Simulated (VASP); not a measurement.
The system is Co.

```
Co
1.0
     2.52010    0.00000    0.00000
    -1.26005    2.18247    0.00000
     0.00000    0.00000    4.11676
Co
2
Cartesian
  0.0000 1.4550 3.0470
  1.2600 0.7275 1.0698
```

Base run:

```yaml
Program: VASP 6.6.1
Functional: PBEsol
Potentials_or_basis: VASP PAW PBE potentials, release 64 (Co)
Cutoff: 520 eV
k_mesh: 12 × 12 × 7
Occupations: fermi-dirac, width 0.05 eV
Spin: collinear spin, ferromagnetic start
Starting_moments: "[2.0, 2.0] μB"
```

Its results: pressure -16.7 GPa; net moment 3.32 μB per cell; site moments Co +1.68 μB; largest force 0.313 eV/Å.

Problem. The run is repeated on the same cell with these changes: functional from PBEsol to LDA; potentials or basis from VASP PAW PBE potentials, release 64 (Co) to VASP PAW LDA potentials, release 64 (Co). What comes out?

Solution. Pressure -24.6 GPa; net moment 3.19 μB per cell; site moments Co +1.60 μB; largest force 0.287 eV/Å.

Caveats: the PAW data sets were made with another functional, which shifts forces and pressure a little (some runs).
